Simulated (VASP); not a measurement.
Input of a VASP 6.6.1 run:

Contents of POSCAR:

```
SrO
1.0
    3.1335885051      0.0000000000      0.0000000000
    0.0000000000      3.1335885051      0.0000000000
    0.0000000000      0.0000000000      3.1335885051
Sr O
1 1
Direct
    0.0000000000      0.0000000000      0.0000000000
    0.5000000000      0.5000000000      0.5000000000
```

Contents of INCAR.step1:

```
SYSTEM = SrO
PREC = Accurate
ENCUT = 520
ISMEAR = 0
SIGMA = 0.01
LREAL = .False.
LASPH = .True.
NELM = 80
NBANDS = 15
GGA = PE
ALGO = Normal
EDIFF = 1E-4
LWAVE = .True.
LCHARG = .False.
```

The input INCAR.step2:

```
SYSTEM = SrO
PREC = Accurate
ENCUT = 520
EDIFF = 1E-7
ISMEAR = 0
SIGMA = 0.01
LREAL = .False.
LASPH = .True.
NELM = 80
ALGO = Normal
ISIF = 2
LWAVE = .False.
LCHARG = .True.
METAGGA = R2SCAN
LMIXTAU = .True.
LELF = .True.
LVHAR = .True.
NBANDS = 15
ISTART = 1
```

KPOINTS

```
regular mesh
0
Gamma
  6 6 6
  0 0 0
```

Potentials or basis: VASP PAW PBE potentials, release 64 (Sr_sv, O).

Run with:

```sh
$ cat potpaw_PBE.64/Sr_sv/POTCAR potpaw_PBE.64/O/POTCAR > POTCAR
$ cp INCAR.step1 INCAR
$ mpirun -np 1 vasp_std > vasp.out
$ cp INCAR.step2 INCAR
$ mpirun -np 1 vasp_std > vasp.out
```

Problem. What does it give for the band gap on the k mesh?

Solution. 3.24 eV, indirect (least direct gap 3.32 eV).

Problem. What does it give for the pressure?

Solution. -2.1 GPa.

Caveat: the PAW data sets were made with another functional, which shifts forces and pressure a little. A k mesh can miss the band edges.
